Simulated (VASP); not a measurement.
# LiIn (Fd-3m) in VASP: further runs, part 2 of 2

VASP 6.6.1. The steps go on from the part before.

### 3 Single point, LDA

INCAR reads:

```
SYSTEM = LiIn
ALGO = Normal ; EDIFF = 1E-6
ENCUT = 520 ; GGA = CA
ISIF = 2 ; ISMEAR = 1
ISYM = 0 ; LASPH = .TRUE.
LCHARG = .TRUE. ; LELF = .TRUE.
LREAL = .FALSE. ; LVHAR = .TRUE.
LWAVE = .FALSE. ; NBANDS = 24
NELM = 60 ; PREC = Accurate
SIGMA = 0.3
```

KPOINTS reads:

```
Automatic mesh
0
Gamma
  4 4 4
  0.5 0.5 0.5
```

POSCAR reads:

```
LiIn
1.0
    0.0000000000      3.3930000000      3.3930000000
    3.3930000000      0.0000000000      3.3930000000
    3.3930000000      3.3930000000      0.0000000000
Li In
2 2
Direct
    0.5000000000      0.5000000000      0.5000000000
    0.7500000000      0.7500000000      0.7500000000
    0.0000000000      0.0000000000      0.0000000000
    0.2500000000      0.2500000000      0.2500000000
```

Potentials or basis: VASP PAW LDA potentials, release 64 (Li_sv, In_d).

Command:

```
> cat potpaw_LDA.64/Li_sv/POTCAR potpaw_LDA.64/In_d/POTCAR > POTCAR
> mpirun -np 1 vasp_std > vasp.out
```

OUTCAR:

```text
SYSTEM = LiIn
   EDIFF = 1E-6
   ENCUT = 520
   GGA = CA
   ISIF = 2
   ISMEAR = 1
   ISYM = 0
   LASPH = .TRUE.
   LREAL = .FALSE.
   NELM = 60
   PREC = Accurate

 ion  position               nearest neighbor table
   1  0.500  0.500  0.500-   4 2.94   4 2.94   4 2.94   4 2.94
   2  0.750  0.750  0.750-   3 2.94   3 2.94   3 2.94   3 2.94
   3  0.000  0.000  0.000-   2 2.94   2 2.94   2 2.94   2 2.94   4 2.94   4 2.94   4 2.94   4 2.94

   4  0.250  0.250  0.250-   3 2.94   3 2.94   3 2.94   1 2.94   3 2.94   1 2.94   1 2.94   1 2.94

IMPORTANT INFORMATION: All symmetrisations will be switched off!
NOSYMM: (Re-)initialisation of all symmetry stuff for point group C_1.

----------------------------------------------------------------------------------------

                                     Primitive cell

  volume of cell :      78.1235

  direct lattice vectors                    reciprocal lattice vectors
     0.000000000  3.393000000  3.393000000    -0.147362216  0.147362216  0.147362216
     3.393000000  0.000000000  3.393000000     0.147362216 -0.147362216  0.147362216
     3.393000000  3.393000000  0.000000000     0.147362216  0.147362216 -0.147362216

  length of vectors
     4.798426617  4.798426617  4.798426617     0.255238846  0.255238846  0.255238846

  position of ions in fractional coordinates (direct lattice)
     0.500000000  0.500000000  0.500000000
     0.750000000  0.750000000  0.750000000
     0.000000000  0.000000000  0.000000000
     0.250000000  0.250000000  0.250000000

  ion indices of the primitive-cell ions
   primitive index   ion index
                 1           1
                 2           2
                 3           3
                 4           4

----------------------------------------------------------------------------------------

 KPOINTS: Automatic mesh

Automatic generation of k-mesh.
 Grid dimensions read from file:
[... 83 lines left out ...]
   IMIX   =      4    mixing-type and parameters
     AMIX     =   0.40;   BMIX     =  1.00
     AMIX_MAG =   1.60;   BMIX_MAG =  1.00
  volume/ion in A,a.u.               =      19.53       131.80
  Fermi-wavevector in a.u.,A,eV,Ry     =   1.215806  2.297540 20.111919  1.478184
  Thomas-Fermi vector in A             =   2.351181
   LORBIT       =      0    0 simple, 1 ext, 2 COOP (PROOUT), +10 PAW based schemes
   GGA     = CA    functional components
   LHFCALC =     F    Hartree Fock is set to
   AEXX    =    0.0000 exact exchange contribution
   IVDW    =     0    specifies the selected vdW correction
   LEPSILON=     F    determine dielectric tensor
   LRPA    =     F    only Hartree local field effects (RPA)
 non-spin polarized calculation
 Methfessel and Paxton  Order N= 1 SIGMA  =   0.30
  energy-cutoff  :      520.00
  volume of cell :       78.12
 maximum number of plane-waves:      2118
   NGX = 17   NGY = 17   NGZ = 17

 number of electron      31.9999985 magnetization

 Free energy of the ion-electron system (eV)
  ---------------------------------------------------
  ext. energy  EPLUGINS =         0.00000000
  ---------------------------------------------------
  free energy    TOTEN  =       -11.86991414 eV

  energy without entropy =      -11.87004045  energy(sigma->0) =      -11.86995624

 E-fermi :   6.3242     XC(G=0):  -9.7315

 val. band max:        5.9791947677   @ k =   0.1250   0.1250   0.3750
 cond. band min:       6.3503250126   @ k =   0.3750   0.0000   0.0000
 fundamental gap:      0.3711302449
 Fermi energy:         6.3241871446

 k-point     1 :       0.1250    0.1250    0.1250
  band No.  band energies     occupation
      1     -40.2966      2.00000
      2     -40.2765      2.00000
      3      -8.9121      2.00000
      4      -8.9121      2.00000
      5      -8.8910      2.00000
      6      -8.8197      2.00000
[... 637 lines left out ...]
     23      13.4122      0.00000
     24      13.9673      0.00000

 [... further k-points ...]

------------------------ aborting loop because EDIFF is reached ----------------------------------------

  FORCE on cell =-STRESS in cart. coord.  units (eV):
  Direction    XX          YY          ZZ          XY          YZ          ZX
  --------------------------------------------------------------------------------------
  -------------------------------------------------------------------------------------
  Total       -0.9892027     -0.9892016     -0.9892004     -0.0000050     -0.0000051     -0.0000060
  in kB      -20.2868358    -20.2868119    -20.2867871     -0.0001031     -0.0001037     -0.0001238
  external PRESSURE =     -20.2868116 kB  Pullay stress =       0.0000000 kB

 VOLUME and BASIS-vectors are now :
 -----------------------------------------------------------------------------
  energy-cutoff  :      520.00
  volume of cell :       78.12
      direct lattice vectors                 reciprocal lattice vectors
     0.000000000  3.393000000  3.393000000    -0.147362216  0.147362216  0.147362216
     3.393000000  0.000000000  3.393000000     0.147362216 -0.147362216  0.147362216
     3.393000000  3.393000000  0.000000000     0.147362216  0.147362216 -0.147362216

 POSITION                                       TOTAL-FORCE (eV/Angst)
 -----------------------------------------------------------------------------------
      3.39300      3.39300      3.39300         0.000002     -0.000004     -0.000001
      5.08950      5.08950      5.08950        -0.000004      0.000002      0.000003
      0.00000      0.00000      0.00000         0.000000      0.000002     -0.000002
      1.69650      1.69650      1.69650         0.000002      0.000000      0.000001
 -----------------------------------------------------------------------------------
    total drift:                               -0.000005     -0.000001     -0.000001

  FREE ENERGIE OF THE ION-ELECTRON SYSTEM (eV)
  ---------------------------------------------------
  free  energy   TOTEN  =       -11.8699141396 eV

  energy  without entropy=      -11.8700404531  energy(sigma->0) =      -11.86995624
```

OSZICAR:

```text
N       E                     dE             d eps       ncg     rms          rms(c)
DAV:   1     0.261779878698E+03    0.26178E+03   -0.14774E+04  6144   0.167E+03
DAV:   2     0.133575623375E+02   -0.24842E+03   -0.24023E+03  6240   0.402E+02
DAV:   3    -0.955634286870E+01   -0.22914E+02   -0.22609E+02  9904   0.121E+02
DAV:   4    -0.119255871664E+02   -0.23692E+01   -0.23228E+01 10648   0.316E+01
DAV:   5    -0.120790313754E+02   -0.15344E+00   -0.15329E+00  8808   0.487E+00    0.561E+00
DAV:   6    -0.119088033865E+02    0.17023E+00   -0.33076E-01  8176   0.857E+00    0.259E+00
DAV:   7    -0.118739146425E+02    0.34889E-01   -0.75477E-02  9056   0.338E+00    0.642E-01
DAV:   8    -0.118707012318E+02    0.32134E-02   -0.77825E-03 10984   0.989E-01    0.290E-01
DAV:   9    -0.118699048713E+02    0.79636E-03   -0.55612E-04 10240   0.173E-01    0.662E-02
DAV:  10    -0.118699129844E+02   -0.81131E-05   -0.71703E-05  8240   0.509E-02    0.159E-02
DAV:  11    -0.118699141307E+02   -0.11463E-05   -0.48682E-06  8504   0.144E-02    0.965E-03
DAV:  12    -0.118699141396E+02   -0.89067E-08   -0.29483E-07  4656   0.498E-03
   1 F= -.11869914E+02 E0= -.11869956E+02  d E =0.126314E-03
```

stdout:

```text
POSCAR found type information on POSCAR LiIn
 POSCAR found :  2 types and       4 ions
 scaLAPACK will be used
 LDA part: xc-table for (Slater(with rela. corr.)+CA(PZ))
 , standard interpolation
 POSCAR, INCAR and KPOINTS ok, starting setup
 FFT: planning ... GRIDC
 FFT: planning ... GRID_SOFT
 FFT: planning ... GRID
 WAVECAR not read
 entering main loop
```

It took 69 s on 1 thread of Intel Xeon 6975P-C (Granite Rapids), shared host; peak memory 0.31 GiB.

Results:

| Quantity | Value |
| --- | --- |
| Free energy | -11.8699 eV |
| Band gap on the k mesh | zero (bands 16 and 17 overlap by 0.04 eV) |

Caveat: the k points lie up to 0.40 Å⁻¹ apart; the cutoff is under 1.25 times the usual one of these potentials, so pressure, stress and relaxed cells hold a basis-set (Pulay) error; so wide a smearing shifts energies and pressures; spin-orbit coupling is left out, which moves the levels of the heavy elements.

### 4 Single point, LDA

INCAR reads:

```
PREC = Accurate
ENCUT = 520
EDIFF = 1E-6
ISMEAR = 1
SIGMA = 0.2
LREAL = F
LASPH = T
NELM = 100
ALGO = Normal
ISIF = 2
LWAVE = F
LCHARG = F
NBANDS = 24
ISYM = 0
```

KPOINTS is that of step 3.

POSCAR is that of step 3.

Potentials or basis: VASP PAW LDA potentials, release 64 (Li_sv, In_d).

Command:

```
> cat potpaw_LDA.64/Li_sv/POTCAR potpaw_LDA.64/In_d/POTCAR > POTCAR
> mpirun -np 1 vasp_std > vasp.out
```

OUTCAR:

```text
PREC = Accurate
   ENCUT = 520
   EDIFF = 1E-6
   ISMEAR = 1
   LREAL = F
   LASPH = T
   NELM = 100
   ISIF = 2
   ISYM = 0

 ion  position               nearest neighbor table
   1  0.500  0.500  0.500-   4 2.94   4 2.94   4 2.94   4 2.94
   2  0.750  0.750  0.750-   3 2.94   3 2.94   3 2.94   3 2.94
   3  0.000  0.000  0.000-   2 2.94   2 2.94   2 2.94   2 2.94   4 2.94   4 2.94   4 2.94   4 2.94

   4  0.250  0.250  0.250-   3 2.94   3 2.94   3 2.94   1 2.94   3 2.94   1 2.94   1 2.94   1 2.94

[... 809 lines left out ...]
  Direction    XX          YY          ZZ          XY          YZ          ZX
  --------------------------------------------------------------------------------------
  -------------------------------------------------------------------------------------
  Total       -0.9688836     -0.9688797     -0.9688810     -0.0000065     -0.0000065     -0.0000063
  in kB      -19.8701253    -19.8700460    -19.8700725     -0.0001324     -0.0001324     -0.0001293
  external PRESSURE =     -19.8700813 kB  Pullay stress =       0.0000000 kB

 VOLUME and BASIS-vectors are now :
 -----------------------------------------------------------------------------
  energy-cutoff  :      520.00
  volume of cell :       78.12
      direct lattice vectors                 reciprocal lattice vectors
     0.000000000  3.393000000  3.393000000    -0.147362216  0.147362216  0.147362216
     3.393000000  0.000000000  3.393000000     0.147362216 -0.147362216  0.147362216
     3.393000000  3.393000000  0.000000000     0.147362216  0.147362216 -0.147362216

 POSITION                                       TOTAL-FORCE (eV/Angst)
 -----------------------------------------------------------------------------------
      3.39300      3.39300      3.39300         0.000001     -0.000005     -0.000001
      5.08950      5.08950      5.08950        -0.000002      0.000003      0.000002
      0.00000      0.00000      0.00000         0.000001      0.000003     -0.000001
      1.69650      1.69650      1.69650         0.000001     -0.000000      0.000000
 -----------------------------------------------------------------------------------
    total drift:                               -0.000005     -0.000001     -0.000001

  FREE ENERGIE OF THE ION-ELECTRON SYSTEM (eV)
  ---------------------------------------------------
  free  energy   TOTEN  =       -11.8690945648 eV

  energy  without entropy=      -11.8649103347  energy(sigma->0) =      -11.86769982
```

OSZICAR:

```text
N       E                     dE             d eps       ncg     rms          rms(c)
DAV:   1     0.261780390851E+03    0.26178E+03   -0.14774E+04  6144   0.167E+03
DAV:   2     0.133558687192E+02   -0.24842E+03   -0.24023E+03  6240   0.402E+02
DAV:   3    -0.955818307934E+01   -0.22914E+02   -0.22611E+02  9904   0.121E+02
DAV:   4    -0.119245964411E+02   -0.23664E+01   -0.23209E+01 10648   0.316E+01
DAV:   5    -0.120780902198E+02   -0.15349E+00   -0.15329E+00  8808   0.487E+00    0.561E+00
DAV:   6    -0.119078692439E+02    0.17022E+00   -0.33116E-01  8176   0.857E+00    0.259E+00
DAV:   7    -0.118730909510E+02    0.34778E-01   -0.75152E-02  9056   0.337E+00    0.639E-01
DAV:   8    -0.118698839901E+02    0.32070E-02   -0.77379E-03 10976   0.986E-01    0.290E-01
DAV:   9    -0.118690855249E+02    0.79847E-03   -0.55486E-04 10208   0.172E-01    0.676E-02
DAV:  10    -0.118690934301E+02   -0.79052E-05   -0.69917E-05  8232   0.515E-02    0.159E-02
DAV:  11    -0.118690945542E+02   -0.11241E-05   -0.47977E-06  8496   0.144E-02    0.950E-03
DAV:  12    -0.118690945648E+02   -0.10584E-07   -0.29619E-07  4640   0.509E-03
   1 F= -.11869095E+02 E0= -.11867700E+02  d E =-.418423E-02
```

stdout:

```text
POSCAR found type information on POSCAR LiIn
 POSCAR found :  2 types and       4 ions
 scaLAPACK will be used
 LDA part: xc-table for (Slater(with rela. corr.)+CA(PZ))
 , standard interpolation
 POSCAR, INCAR and KPOINTS ok, starting setup
 FFT: planning ... GRIDC
 FFT: planning ... GRID_SOFT
 FFT: planning ... GRID
 WAVECAR not read
 entering main loop
```

Run time: 67 s. Hardware: 1 thread of Intel Xeon 6975P-C (Granite Rapids), shared host; peak memory 0.31 GiB.

Results:

```yaml
Free_energy: -11.8691 eV
Band_gap_on_the_k_mesh: zero (bands 16 and 17 overlap by 0.04 eV)
```

Levels at points of the mesh, in eV from the Fermi level:
```tsv
k point	band 13	band 14	band 15	band 16	band 17	band 18	band 19	band 20
(0.12, 0.12, 0.12)	-9.21	-1.48	0.06	0.06	0.53	1.71	1.71	2.84
```

Caveat: the k points lie up to 0.40 Å⁻¹ apart; the cutoff is under 1.25 times the usual one of these potentials, so pressure, stress and relaxed cells hold a basis-set (Pulay) error; spin-orbit coupling is left out, which moves the levels of the heavy elements.

### 5 Single point, LDA

INCAR reads:

```
SYSTEM = LiIn
PREC = Accurate
ENCUT = 520
EDIFF = 1E-6
ISMEAR = 1
SIGMA = 0.1
LREAL = .False.
LASPH = .True.
NELM = 80
ALGO = Normal
ISIF = 2
LWAVE = .False.
LCHARG = .False.
ISYM = 0
NBANDS = 24
```

KPOINTS is that of step 4.

POSCAR is that of step 4.

Command:

```
> cat potpaw_LDA.64/Li_sv/POTCAR potpaw_LDA.64/In_d/POTCAR > POTCAR
> mpirun -np 1 vasp_std > vasp.out
```

It took 67 s on 1 thread of Intel Xeon 6975P-C (Granite Rapids), shared host; peak memory 0.31 GiB.

It converged, with:

```yaml
Free_energy: -11.8656 eV
Band_gap_on_the_k_mesh: zero (bands 16 and 17 overlap by 0.04 eV)
```

Levels at points of the mesh, in eV from the Fermi level:
```csv
k point,band 14,band 15,band 16,band 17,band 18,band 19
"(0.12, 0.12, 0.12)",-1.50,0.04,0.04,0.52,1.69,1.69
```

Caveat: the k points lie up to 0.40 Å⁻¹ apart; the cutoff is under 1.25 times the usual one of these potentials, so pressure, stress and relaxed cells hold a basis-set (Pulay) error; spin-orbit coupling is left out, which moves the levels of the heavy elements.

### 6 Summary

| smearing | gap on the mesh (eV) |
| --- | --- |
| methfessel-paxton 0.5 eV | none |
| methfessel-paxton 0.3 eV | none |
| methfessel-paxton 0.2 eV | none |
| methfessel-paxton 0.1 eV | none |

Alike in all rows: task single point; level LDA; potentials or basis VASP PAW LDA potentials, release 64 (Li_sv, In_d); no spin polarisation; cell as given; k mesh 4 × 4 × 4, shifted; cutoff (eV) 520.

Caveats: all runs use coarse meshes; the cutoff is under 1.25 times the usual one of these potentials, so pressure, stress and relaxed cells hold a basis-set (Pulay) error; spin-orbit coupling is left out, which moves the levels of the heavy elements; so wide a smearing shifts energies and pressures (at least some runs).

Total energies depend on the potentials used, so only differences within one code and one set of settings carry meaning.
